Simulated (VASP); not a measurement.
The system is CdTe.

```xyz
2
Lattice="0.0000 3.2472 3.2472 3.2472 0.0000 3.2472 3.2472 3.2472 0.0000" Properties=species:S:1:pos:R:3 pbc="T T T"
Te    4.8708    4.8708    4.8708
Cd    0.0000    0.0000    0.0000
```

Program: VASP 6.6.1. Alike in all runs: task single point; potentials or basis VASP PAW PBE potentials, release 64 (Te, Cd); no spin polarisation; cell as given.

Task: Order these runs on this cell by their pressure, lowest first.
A. level HSE06; k mesh 4 × 4 × 4; cutoff (eV) 520; smearing fermi-dirac 0.05 eV; grid for exact exchange (PRECFOCK) Normal; share of exact exchange 0.25; screening parameter 0.2079 1/Å
B. level BLYP; k mesh 7 × 7 × 7; cutoff (eV) 520; smearing fermi-dirac 0.05 eV
C. level pbesol exchange, pbe correlation; k mesh 7 × 7 × 7; cutoff (eV) 500; smearing tetrahedron

Result: C (-0.3 GPa), A (1.5 GPa), B (5.0 GPa).

Caveats: the PAW data sets were made with another functional, which shifts forces and pressure a little; the cell stands under pressure (at least some runs).
